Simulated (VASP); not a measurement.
Runs of VASP 6.6.1 on PbO3 (ReO3 type). The structure is that of space group Pm-3m (No. 221), or close to it. The cells are those of the table. 

| cell | gap on the mesh (eV) | pressure (GPa) |
| --- | --- | --- |
| a = 4.267 Å, 4 atoms | none | 1.3 |
| a = 4.325 Å, 4 atoms | none | (a) |
| a = 4.296 Å, 4 atoms | none | 0.0 |
| a = 4.209 Å, 4 atoms | none | 4.2 |

Alike in all rows: task single point; level PBE; potentials or basis VASP PAW PBE potentials, release 64 (Pb_d, O); no spin polarisation; k mesh 9 × 9 × 9; cutoff (eV) 520; smearing fermi-dirac 0.0612256 eV.

Task: Fill in the values left out.

Result: (a) -1.1.

Caveats: semilocal functionals underestimate gaps, and a narrow one can read as zero; spin-orbit coupling is left out, which moves the levels of the heavy elements; the cell stands under pressure (at least some runs).

A k mesh can miss the band edges, and the runs leave out spin-orbit coupling on Pb.

A gap of «none» marks levels without a gap at the run's occupations.
